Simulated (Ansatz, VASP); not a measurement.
## CdTe in VASP and in Ansatz

POSCAR

```
CdTe
1.0
    0.0000000000      3.3455542182      3.3455542182
    3.3455542182      0.0000000000      3.3455542182
    3.3455542182      3.3455542182      0.0000000000
Cd Te
1 1
Direct
    0.0000000000      0.0000000000      0.0000000000
    0.2500000000      0.2500000000      0.2500000000
```

INCAR.step1

```
PREC = Accurate ; ENCUT = 520
ISMEAR = 0 ; SIGMA = 0.01
LREAL = False ; LASPH = True
NELM = 100 ; NBANDS = 16
GGA = PE ; ALGO = Normal
EDIFF = 1E-4 ; LWAVE = True
LCHARG = False
```

File INCAR.step2:

```
PREC = Accurate ; ENCUT = 520
EDIFF = 1E-6 ; ISMEAR = 0
SIGMA = 0.01 ; LREAL = False
LASPH = True ; NELM = 100
ALGO = Normal ; ISIF = 2
LWAVE = False ; LCHARG = False
METAGGA = R2SCAN ; LMIXTAU = True
NBANDS = 16 ; ISTART = 1
```

Contents of KPOINTS:

```
regular mesh
0
Gamma
  6 6 6
```

Input for Ansatz:

```yaml
crystal:
  lattice:
    - [0.0, 3.3455542182, 3.3455542182]
    - [3.3455542182, 0.0, 3.3455542182]
    - [3.3455542182, 3.3455542182, 0.0]
  atoms:
    - { symbol: Cd, position: [0.0, 0.0, 0.0] }
    - { symbol: Te, position: [0.25, 0.25, 0.25] }
kpoints:
  mp_grid: { grid: [6, 6, 6] }
  band_path:
    path:
      - [0.0, 0.0, 0.0]
      - [-0.5, -0.5, 0.0]
      - [-0.375, -0.375, 0.25]
      - [-0.375, 0.0, 0.375]
      - [0.0, 0.0, 0.5]
      - [-0.5, -0.25, 0.25]
    npoints: 1
hamiltonian:
  xc: r2scan
scf:
  occupations: { method: fixed }
  n_extra_bands: 4
output:
  forces: true
  stress: true
  eigenvalues: true
```

Change from the starting cell: hydrostatic strain +2.0%.

Alike in both runs: task single point; functional r2SCAN; k mesh 6 × 6 × 6; no spin polarisation.

```csv
,VASP,Ansatz
version,VASP 6.6.1,Ansatz 0.2.0
potentials or method,"VASP PAW PBE potentials, release 64 (Cd, Te)","plane waves, PAW"
plane-wave cutoff (eV),520,500
occupations,"gaussian, width 0.01 eV",fixed
valence electrons in the cell,18,36
```

VASP gave:

* gap on the k mesh at the Fermi level (eV): 0.96
* pressure (GPa): -2.0

Question: Estimate Ansatz's values.

Answer: gap on the k mesh at the Fermi level (eV): 0.97; pressure (GPa): -2.1.

VASP's potentials were made for PBE, not for r2SCAN. VASP's potentials hold 18 valence electrons a cell and Ansatz's 36, so a difference there can come from the potentials and not from the codes.

Neither program's run includes spin-orbit coupling.
